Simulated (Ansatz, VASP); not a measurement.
## ScPt: VASP beside Ansatz

```
CELL_PARAMETERS angstrom
3.27000 -0.03270 -0.03270
-0.03270 3.27000 -0.03270
-0.03270 -0.03270 3.27000
ATOMIC_POSITIONS crystal
Sc 0.50000 0.50000 0.50000
Pt 0.00000 0.00000 0.00000
```

Change from the starting cell: equal xy, yz and zx shear strains of -2 %.

Alike in both runs: task single point; functional LDA; k mesh 10 × 10 × 10; occupations fermi-dirac, width 0.05 eV; no spin polarisation.

|  | VASP | Ansatz |
| --- | --- | --- |
| version | VASP 6.6.1 | Ansatz 0.2.0 |
| potentials or method | VASP PAW LDA potentials, release 64 (Sc_sv, Pt), cutoff 520 eV | all-electron LAPW, scalar-relativistic |

```tsv
	VASP	Ansatz	Ansatz less VASP
pressure (GPa)	-4.7	-5.3	-0.59
traceless stress, the component that is largest in VASP (GPa)	1.08	1.04	-0.032
```

LDA's correlation is that of Perdew and Zunger in VASP and of Perdew and Wang (1992) in Ansatz. Ansatz ran all-electron here, and VASP with PAW potentials.

Spin-orbit coupling is off throughout.
